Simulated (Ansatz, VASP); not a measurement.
**One calculation of Cs, two programs**

```xyz
1
Lattice="-3.1285 3.1285 3.1285 3.1285 -3.1285 3.1285 3.1285 3.1285 -3.1285" Properties=species:S:1:pos:R:3 pbc="T T T"
Cs    0.0000    0.0000    0.0000
```

Alike in both runs: functional RPBE; k mesh 6 × 6 × 6; no spin polarisation.

```csv
,VASP,Ansatz
version,VASP 6.6.1,Ansatz 0.2.0
potentials or method,"VASP PAW PBE potentials, release 64 (Cs_sv)",SPMS NC
plane-wave cutoff (eV),500,408
occupations,"methfessel-paxton of order 1, width 0.15 eV","cold, width 0.15 eV"
valence electrons in the cell,9,9
task,single point,density of states
```

|  | VASP | Ansatz | Ansatz less VASP |
| --- | --- | --- | --- |
| gap on the k mesh at the Fermi level (eV) | none | none | - |
| pressure (GPa) | 0.1 | 0.1 | 0.00 |

VASP's potentials were made for PBE, not for RPBE. A gap of «none» marks a metal or a gap that the smearing closes.

Neither program's run includes spin-orbit coupling. Noted on Ansatz's run: the potentials were made for another functional, which shifts forces and pressure.
